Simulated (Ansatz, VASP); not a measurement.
Ag in VASP and in Ansatz

```
Ag
1.0
     2.93339    0.00000    0.00000
     0.00000    4.14844    0.00000
     0.00000    0.00000   20.40010
Ag
4
Direct
  0.25000 0.25000 0.39216
  0.75000 0.75000 0.46405
  0.25000 0.25000 0.53595
  0.75000 0.75000 0.60784
```

Alike in both runs: task single point; functional PBE; k mesh 14 × 10 × 1; occupations fermi-dirac, width 0.08 eV; no spin polarisation.

|  | VASP | Ansatz |
| --- | --- | --- |
| version | VASP 6.6.1 | Ansatz 0.2.0 |
| potentials or method | VASP PAW PBE potentials, release 64 (Ag) | PAW with Ansatz's default frozen-core files, scalar-relativistic |
| plane-wave cutoff (eV) | 520 | 420 |
| valence electrons in the cell | 44 | 76 |

```tsv
	VASP	Ansatz	Ansatz less VASP
rms of the force components (eV/Å)	0.167	0.167	-0.0001
```

Atom by atom the forces differ by 0.002 eV/Å (rms over components). VASP's potentials hold 44 valence electrons a cell and Ansatz's 76, so a difference there can come from the potentials and not from the codes.
